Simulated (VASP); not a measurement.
# Ga (I4_1/amd) in VASP: a series of runs

The runs below take Ga through single point, with PBE.

All numbers are computed with VASP 6.6.1; they aren't measurements. Logs are shortened: lines on timing, memory, paths and dates and some standing lists are left out, and cuts for length are marked.

## (1) The cell of the first run

It takes space group I4_1/amd (No. 141, tetragonal). The conventional cell has a = 5.291 Å, b = 5.291 Å, c = 2.767 Å, α = 90.00°, β = 90.00°, γ = 90.00°. Ga (site symmetry -4m2) has 10 Ga at 2.73 to 3.36 Å within 3.6 Å.

## (2) Single point, PBE

INCAR reads:

```
PREC     = Accurate       # precision mode
ENCUT    = 520            # plane-wave cutoff, eV
EDIFF    = 1E-6           # SCF threshold, eV
ISMEAR   = -1             # smearing method
SIGMA    = 0.08           # smearing width, eV
LREAL    = F              # projectors in reciprocal space
LASPH    = T              # aspherical terms in the spheres
NELM     = 80             # most SCF steps
ALGO     = Normal         # electronic algorithm
ISIF     = 2              # what is computed and relaxed
LWAVE    = F              # write WAVECAR
LCHARG   = F              # write CHGCAR
GGA      = PE             # functional
NBANDS   = 20             # bands
```

KPOINTS reads:

```
regular mesh
0
Gamma
  15 15 15
```

POSCAR reads:

```
Ga
1.0
   -2.6452790768      2.6452790768      1.3836519303
    2.6452790768     -2.6452790768      1.3836519303
    2.6452790768      2.6452790768     -1.3836519303
Ga
2
Direct
   -0.3750000000     -0.1250000000     -0.2500000000
    0.3750000000      0.1250000000      0.2500000000
```

Potentials or basis: VASP PAW PBE potentials, release 64 (Ga_d).

On the command line:

```console
> cat potpaw_PBE.64/Ga_d/POTCAR > POTCAR
> mpirun -np 1 vasp_std > vasp.out
```

OUTCAR:

```text
PREC = Accurate
   ENCUT = 520
   EDIFF = 1E-6
   ISMEAR = -1
   LREAL = F
   LASPH = T
   NELM = 80
   ISIF = 2
   GGA = PE

 ion  position               nearest neighbor table
   1  0.625  0.875  0.750-   2 2.73   2 2.73   2 2.73   2 2.73
   2  0.375  0.125  0.250-   1 2.73   1 2.73   1 2.73   1 2.73

  LATTYP: Found a body centered tetragonal cell.
 ALAT       =     5.2905581536
 C/A-ratio  =     0.5230646333

  Lattice vectors:

 A1 = (  -2.6452790768,   2.6452790768,   1.3836519303)
 A2 = (   2.6452790768,  -2.6452790768,   1.3836519303)
 A3 = (   2.6452790768,   2.6452790768,  -1.3836519303)

Analysis of symmetry for initial positions (statically):
=====================================================================
 Subroutine PRICEL returns:
 Original cell was already a primitive cell.

 Routine SETGRP: Setting up the symmetry group for a
 body centered tetragonal supercell.

 Subroutine GETGRP returns: Found 16 space group operations
 (whereof  4 operations were pure point group operations)
 out of a pool of 16 trial point group operations.

The static configuration has the point symmetry C_2h.
 The point group associated with its full space group is D_4h.

Analysis of symmetry for dynamics (positions and initial velocities):
=====================================================================
 Subroutine PRICEL returns:
 Original cell was already a primitive cell.

 Routine SETGRP: Setting up the symmetry group for a
 body centered tetragonal supercell.

 Subroutine GETGRP returns: Found 16 space group operations
 (whereof  4 operations were pure point group operations)
 out of a pool of 16 trial point group operations.

The dynamic configuration has the point symmetry C_2h.
 The point group associated with its full space group is D_4h.

 Subroutine INISYM returns: Found 16 space group operations
 (whereof  4 operations are pure point group operations),
 and found     1 'primitive' translations

----------------------------------------------------------------------------------------

                                     Primitive cell

  volume of cell :      38.7284

  direct lattice vectors                    reciprocal lattice vectors
    -2.645279077  2.645279077  1.383651930     0.000000000  0.189015974  0.361362557
     2.645279077 -2.645279077  1.383651930     0.189015974  0.000000000  0.361362557
     2.645279077  2.645279077 -1.383651930     0.189015974  0.189015974  0.000000000

  length of vectors
     3.988670888  3.988670888  3.988670888     0.407811152  0.407811152  0.267308953

  position of ions in fractional coordinates (direct lattice)
     0.625000000  0.875000000  0.750000000
     0.375000000  0.125000000  0.250000000

  ion indices of the primitive-cell ions
   primitive index   ion index
                 1           1
                 2           2

----------------------------------------------------------------------------------------

 KPOINTS: regular mesh

Automatic generation of k-mesh.
 Grid dimensions read from file:
 generate k-points for:   15   15   15

 Generating k-lattice:

  Cartesian coordinates                     Fractional coordinates (reciprocal lattice)
     0.000000000  0.012601065  0.024090837     0.066666667  0.000000000  0.000000000
     0.012601065  0.000000000  0.024090837     0.000000000  0.066666667  0.000000000
     0.012601065  0.012601065  0.000000000     0.000000000  0.000000000  0.066666667

  Length of vectors
     0.027187410  0.027187410  0.017820597

  Shift w.r.t. Gamma in fractional coordinates (k-lattice)
     0.000000000  0.000000000  0.000000000

 Subroutine IBZKPT returns following result:
 ===========================================

 Found    288 irreducible k-points:

 Following reciprocal coordinates:
            Coordinates               Weight
  0.000000  0.000000  0.000000      1.000000
  0.066667  0.000000  0.000000      8.000000
  0.133333  0.000000 -0.000000      8.000000
  0.200000  0.000000 -0.000000      8.000000
  0.266667  0.000000 -0.000000      8.000000
  0.333333  0.000000 -0.000000      8.000000
[... 16 lines left out ...]
  0.133333  0.133333  0.000000      8.000000
  0.200000  0.133333  0.000000     16.000000
 [... further k-points ...]
   k-points           NKPTS =    288   k-points in BZ     NKDIM =    288   number of bands    NBANDS=     20
   number of dos      NEDOS =    301   number of ions     NIONS =      2
   total plane-waves  NPLWV =  27000
   dimension x,y,z NGX =    30 NGY =   30 NGZ =   30
   dimension x,y,z NGXF=    60 NGYF=   60 NGZF=   60
   ions per type =               2
   NGX,Y,Z   is equivalent  to a cutoff of  12.50, 12.50, 12.50 a.u.
   NGXF,Y,Z  is equivalent  to a cutoff of  25.01, 25.01, 25.01 a.u.
 SYSTEM =  unknown system
   PREC   = accura    normal or accurate (medium, high low for compatibility)
   ISTART =      0    job   : 0-new  1-cont  2-samecut
   ICHARG =      2    charge: 1-file 2-atom 10-const
   ISPIN  =      1    spin polarized calculation?
   LNONCOLLINEAR =      F non collinear calculations
   LSORBIT =      F    spin-orbit coupling
   LASPH  =      T    aspherical Exc in radial PAW
   ENCUT  =  520.0 eV  38.22 Ry    6.18 a.u.   7.42  7.42  7.42*2*pi/ulx,y,z
   NELM   =     80;   NELMIN=  2; NELMDL= -5     # of ELM steps
   EDIFF  = 0.1E-05   stopping-criterion for ELM
   LREAL  =      F    real-space projection
   EDIFFG = 0.1E-04   stopping-criterion for IOM
   NSW    =      0    number of steps for IOM
   IBRION =     -1    ionic relax: 0-MD 1-quasi-New 2-CG
   NFREE  =      0    steps in history (QN), initial steepest desc. (CG)
   ISIF   =      2    stress and relaxation
   ISYM   =      2    0-nonsym 1-usesym 2-fastsym
   POTIM  = 0.5000    time-step for ionic-motion
   TEBEG  =    0.0;   TEEND  =   0.0 temperature during run
   PSTRESS=    0.0 pullay stress
   NELECT =      26.0000    total number of electrons
   NUPDOWN=      -1.0000    fix difference up-down
   EMIN   =  10.00;   EMAX   =-10.00  energy-range for DOS
   EFERMI =   0.00;   METHOD = LEGACY
   ISMEAR =    -1;   SIGMA  =   0.08  broadening in eV -4-tet -1-fermi 0-gaus
   EFERMI_NEDOS =   21; number of points for ismear=-14 and -15
   IALGO  =     38    algorithm
   IMIX   =      4    mixing-type and parameters
     AMIX     =   0.40;   BMIX     =  1.00
     AMIX_MAG =   1.60;   BMIX_MAG =  1.00
  volume/ion in A,a.u.               =      19.36       130.68
  Fermi-wavevector in a.u.,A,eV,Ry     =   1.433472  2.708870 27.957838  2.054843
  Thomas-Fermi vector in A             =   2.552987
   LORBIT       =      0    0 simple, 1 ext, 2 COOP (PROOUT), +10 PAW based schemes
   GGA     = PE    functional components
   LHFCALC =     F    Hartree Fock is set to
   AEXX    =    0.0000 exact exchange contribution
   IVDW    =     0    specifies the selected vdW correction
   LEPSILON=     F    determine dielectric tensor
   LRPA    =     F    only Hartree local field effects (RPA)
 non-spin polarized calculation
  energy-cutoff  :      520.00
  volume of cell :       38.73
 maximum number of plane-waves:      1053
 NGX is ok and might be reduce to    30
   NGX = 15   NGY = 15   NGZ = 15

 number of electron      25.9999992 magnetization

 Free energy of the ion-electron system (eV)
  ---------------------------------------------------
  ext. energy  EPLUGINS =         0.00000000
  ---------------------------------------------------
  free energy    TOTEN  =        -5.70895121 eV

  energy without entropy =       -5.68958039  energy(sigma->0) =       -5.69926580

 E-fermi :   5.1529     XC(G=0): -10.8408

 val. band max:        5.1356701934   @ k =   0.4000   0.2667   0.0667
 cond. band min:       5.1583093148   @ k =  -0.3333   0.2000   0.0000
 fundamental gap:      0.0226391214
 Fermi energy:         5.1529157753

 k-point     1 :       0.0000    0.0000    0.0000
  band No.  band energies     occupation
      1      -9.9292      2.00000
      2      -9.8590      2.00000
      3      -9.8427      2.00000
      4      -9.8355      2.00000
      5      -9.5543      2.00000
      6      -9.5543      2.00000
[... 12 lines left out ...]
     19      16.9158      0.00000
     20      18.0840      0.00000

 k-point     2 :       0.0667    0.0000    0.0000
  band No.  band energies     occupation
      1      -9.9263      2.00000
      2      -9.8455      2.00000
      3      -9.8368      2.00000
      4      -9.8167      2.00000
      5      -9.5704      2.00000
      6      -9.5696      2.00000
[... 12 lines left out ...]
     19      15.7967      0.00000
     20      18.1479      0.00000

 k-point     3 :       0.1333    0.0000   -0.0000
  band No.  band energies     occupation
      1      -9.9159      2.00000
      2      -9.8202      2.00000
      3      -9.8090      2.00000
      4      -9.7674      2.00000
      5      -9.6021      2.00000
      6      -9.5944      2.00000
[... 12 lines left out ...]
     19      14.7354      0.00000
     20      17.6367      0.00000

 k-point     4 :       0.2000    0.0000   -0.0000
  band No.  band energies     occupation
      1      -9.8986      2.00000
      2      -9.7962      2.00000
      3      -9.7636      2.00000
      4      -9.7066      2.00000
      5      -9.6416      2.00000
      6      -9.6108      2.00000
[... 12 lines left out ...]
     19      14.0697      0.00000
     20      16.3633      0.00000

 k-point     5 :       0.2667    0.0000   -0.0000
  band No.  band energies     occupation
      1      -9.8793      2.00000
      2      -9.7725      2.00000
      3      -9.7379      2.00000
      4      -9.6791      2.00000
      5      -9.6787      2.00000
      6      -9.6031      2.00000
[... 12 lines left out ...]
     19      13.1855      0.00000
     20      15.3850      0.00000

 k-point     6 :       0.3333    0.0000   -0.0000
  band No.  band energies     occupation
      1      -9.8644      2.00000
      2      -9.7683      2.00000
      3      -9.7365      2.00000
      4      -9.7071      2.00000
      5      -9.6919      2.00000
      6      -9.6215      2.00000
[... 12 lines left out ...]
     19      14.2902      0.00000
     20      14.7165      0.00000

 k-point     7 :       0.4000   -0.0000    0.0000
  band No.  band energies     occupation
      1      -9.8557      2.00000
      2      -9.7864      2.00000
      3      -9.7513      2.00000
      4      -9.7289      2.00000
      5      -9.6773      2.00000
      6      -9.6405      2.00000
[... 12 lines left out ...]
     19      14.5289      0.00000
     20      16.0368      0.00000
[... 277 lines left out ...]
 k-point    20 :      -0.2000    0.0667    0.0000
  band No.  band energies     occupation
      1      -9.9047      2.00000
      2      -9.8119      2.00000
      3      -9.8077      2.00000
      4      -9.7739      2.00000
      5      -9.5995      2.00000
      6      -9.5855      2.00000
[... 12 lines left out ...]
     19      14.6354      0.00000
     20      17.6472      0.00000

 k-point    21 :      -0.1333    0.0667    0.0000
  band No.  band energies     occupation
      1      -9.9182      2.00000
      2      -9.8471      2.00000
      3      -9.8276      2.00000
      4      -9.8199      2.00000
      5      -9.5705      2.00000
      6      -9.5659      2.00000
[... 12 lines left out ...]
     19      15.8135      0.00000
     20      18.6979      0.00000

 k-point    22 :      -0.0667    0.0667    0.0000
  band No.  band energies     occupation
      1      -9.9250      2.00000
      2      -9.8598      2.00000
      3      -9.8380      2.00000
      4      -9.8369      2.00000
      5      -9.5562      2.00000
      6      -9.5530      2.00000
[... 12 lines left out ...]
     19      16.8387      0.00000
     20      18.4775      0.00000

 k-point    23 :       0.1333    0.1333    0.0000
  band No.  band energies     occupation
      1      -9.8897      2.00000
      2      -9.7807      2.00000
      3      -9.7341      2.00000
      4      -9.6793      2.00000
      5      -9.6462      2.00000
      6      -9.6309      2.00000
[... 12 lines left out ...]
     19      13.0725      0.00000
     20      15.4996      0.00000

 k-point    24 :       0.2000    0.1333    0.0000
  band No.  band energies     occupation
      1      -9.8774      2.00000
      2      -9.7628      2.00000
      3      -9.7522      2.00000
      4      -9.6907      2.00000
      5      -9.6610      2.00000
      6      -9.6386      2.00000
[... 12 lines left out ...]
     19      13.3952      0.00000
     20      15.2286      0.00000

 [... further k-points ...]

------------------------ aborting loop because EDIFF is reached ----------------------------------------

  FORCE on cell =-STRESS in cart. coord.  units (eV):
  Direction    XX          YY          ZZ          XY          YZ          ZX
  --------------------------------------------------------------------------------------
  -------------------------------------------------------------------------------------
  Total        0.1765573      0.1765573      0.1738995      0.0000000      0.0000000      0.0000000
  in kB        7.3040949      7.3040949      7.1941416      0.0000000      0.0000000      0.0000000
  external PRESSURE =       7.2674438 kB  Pullay stress =       0.0000000 kB

 VOLUME and BASIS-vectors are now :
 -----------------------------------------------------------------------------
  energy-cutoff  :      520.00
  volume of cell :       38.73
      direct lattice vectors                 reciprocal lattice vectors
    -2.645279077  2.645279077  1.383651930     0.000000000  0.189015974  0.361362557
     2.645279077 -2.645279077  1.383651930     0.189015974  0.000000000  0.361362557
     2.645279077  2.645279077 -1.383651930     0.189015974  0.189015974  0.000000000

 POSITION                                       TOTAL-FORCE (eV/Angst)
 -----------------------------------------------------------------------------------
      2.64528      1.32264      1.03774        -0.000000      0.000000      0.000000
     -0.00000      1.32264      0.34591         0.000000     -0.000000     -0.000000
 -----------------------------------------------------------------------------------
    total drift:                                0.000000     -0.000000      0.000000

  FREE ENERGIE OF THE ION-ELECTRON SYSTEM (eV)
  ---------------------------------------------------
  free  energy   TOTEN  =        -5.7089512079 eV

  energy  without entropy=       -5.6895803855  energy(sigma->0) =       -5.69926580
```

Wall time 74 s (1 thread of Intel Xeon 6975P-C (Granite Rapids), shared host); peak memory 0.3 GiB.

Results:

```yaml
Free_energy: -5.7090 eV
Pressure: 0.7 GPa
Band_gap_on_the_k_mesh: zero (bands 13 and 14 overlap by 6.82 eV)
```

Levels at points of the mesh, in eV from the Fermi level:
```
           k point  band 10  band 11  band 12  band 13  band 14  band 15  band 16  band 17
(0.00, 0.00, 0.00)   -14.52   -10.81    -1.09    -0.47    -0.47     4.34     9.56     9.56
```

## (3) Single point, PBE

INCAR reads:

```
SYSTEM = Ga
  PREC = Accurate
  ENCUT = 520
  EDIFF = 1E-6
  ISMEAR = -1
  SIGMA = 0.08
  LREAL = .FALSE.
  LASPH = .TRUE.
  NELM = 100
  ALGO = Normal
  ISIF = 2
  LWAVE = .FALSE.
  LCHARG = .FALSE.
  GGA = PE
  NBANDS = 20
```

KPOINTS reads:

```
Automatic mesh
0
G
  15 15 15
  0 0 0
```

POSCAR is that of step 2.

Potentials or basis: VASP PAW PBE potentials, release 64 (Ga_d).

On the command line:

```console
> cat potpaw_PBE.64/Ga_d/POTCAR > POTCAR
> mpirun -np 1 vasp_std > vasp.out
```

OUTCAR:

```text
SYSTEM = Ga
   PREC = Accurate
   ENCUT = 520
   EDIFF = 1E-6
   ISMEAR = -1
   LREAL = .FALSE.
   LASPH = .TRUE.
   NELM = 100
   ISIF = 2
   GGA = PE

 ion  position               nearest neighbor table
   1  0.625  0.875  0.750-   2 2.73   2 2.73   2 2.73   2 2.73
   2  0.375  0.125  0.250-   1 2.73   1 2.73   1 2.73   1 2.73

  LATTYP: Found a body centered tetragonal cell.
 ALAT       =     5.2905581536
 C/A-ratio  =     0.5230646333

  Lattice vectors:

[... 738 lines left out ...]

 [... further k-points ...]

------------------------ aborting loop because EDIFF is reached ----------------------------------------

  FORCE on cell =-STRESS in cart. coord.  units (eV):
  Direction    XX          YY          ZZ          XY          YZ          ZX
  --------------------------------------------------------------------------------------
  -------------------------------------------------------------------------------------
  Total        0.1765573      0.1765573      0.1738995      0.0000000      0.0000000      0.0000000
  in kB        7.3040949      7.3040949      7.1941416      0.0000000      0.0000000      0.0000000
  external PRESSURE =       7.2674438 kB  Pullay stress =       0.0000000 kB

 VOLUME and BASIS-vectors are now :
 -----------------------------------------------------------------------------
  energy-cutoff  :      520.00
  volume of cell :       38.73
      direct lattice vectors                 reciprocal lattice vectors
    -2.645279077  2.645279077  1.383651930     0.000000000  0.189015974  0.361362557
     2.645279077 -2.645279077  1.383651930     0.189015974  0.000000000  0.361362557
     2.645279077  2.645279077 -1.383651930     0.189015974  0.189015974  0.000000000

 POSITION                                       TOTAL-FORCE (eV/Angst)
 -----------------------------------------------------------------------------------
      2.64528      1.32264      1.03774        -0.000000      0.000000      0.000000
     -0.00000      1.32264      0.34591         0.000000     -0.000000     -0.000000
 -----------------------------------------------------------------------------------
    total drift:                                0.000000     -0.000000      0.000000

  FREE ENERGIE OF THE ION-ELECTRON SYSTEM (eV)
  ---------------------------------------------------
  free  energy   TOTEN  =        -5.7089512079 eV

  energy  without entropy=       -5.6895803855  energy(sigma->0) =       -5.69926580
```

Run time: 71 s. Hardware: 1 thread of Intel Xeon 6975P-C (Granite Rapids), shared host; peak memory 0.3 GiB.

Results:

| Quantity | Value |
| --- | --- |
| Free energy | -5.7090 eV |
| Pressure | 0.7 GPa |
| Band gap on the k mesh | zero (bands 13 and 14 overlap by 6.82 eV) |
